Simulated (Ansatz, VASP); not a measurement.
# One calculation of H, two programs

```
H
1.0
    10.00000    0.00000    0.00000
     0.00000   10.30000    0.00000
     0.00000    0.00000   10.60000
H
2
Direct
  0.50000 0.48544 0.43632
  0.50000 0.48544 0.50708
```

Alike in both runs: task relaxation of the atoms; functional PBEsol; k mesh 1 × 1 × 1; occupations gaussian, width 0.01 eV; no spin polarisation.

|  | VASP | Ansatz |
| --- | --- | --- |
| version | VASP 6.6.1 | Ansatz 0.2.0 |
| potentials or method | VASP PAW PBE potentials, release 64 (H) | scalar-relativistic, plane waves, PAW |
| plane-wave cutoff (eV) | 450 | 420 |
| valence electrons in the cell | 2 | 2 |

|  | VASP | Ansatz | Ansatz less VASP |
| --- | --- | --- | --- |
| gap on the k mesh at the Fermi level, each at its own relaxed structure (eV) | 9.97 | 9.97 | -0.003 |

VASP's potentials were made for PBE, not for PBEsol.
